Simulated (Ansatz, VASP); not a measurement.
# One calculation of RuS2, two programs

```
Ru S
1.0
     3.32680    0.00000    0.00000
    -1.66340    2.88109    0.00000
     0.00000    0.00000   12.19885
Ru S
2 4
Direct
  0.33333 0.66667 0.25000
  0.66667 0.33333 0.75000
  0.33333 0.66667 0.63481
  0.66667 0.33333 0.13481
  0.33333 0.66667 0.86519
  0.66667 0.33333 0.36519
```

Alike in both runs: functional PBE; k mesh 12 × 12 × 4; occupations gaussian, width 0.1 eV; no spin polarisation.

Ansatz relaxed the structure, and its values are those at the end. VASP's run is a single point on that final structure, the one shown.

|  | VASP | Ansatz |
| --- | --- | --- |
| version | VASP 6.6.1 | Ansatz 0.2.0 |
| potentials or method | VASP PAW PBE potentials, release 64 (Ru_pv, S), cutoff 520 eV | scalar-relativistic, plane waves, PAW |
| valence electrons in the cell | 52 | 56 |

Ansatz gave:

```
gap on the k mesh at the Fermi level (eV) : none
pressure (GPa)                            : 0.0
rms of the force components (eV/Å)        : 0.000
```

Problem. Which values does VASP return?

Solution. gap on the k mesh at the Fermi level (eV): none; pressure (GPa): -0.2; rms of the force components (eV/Å): 0.014.

A gap of «none» marks a metal or a gap that the smearing closes. VASP's potentials hold 52 valence electrons a cell and Ansatz's 56, so a difference there can come from the potentials and not from the codes.
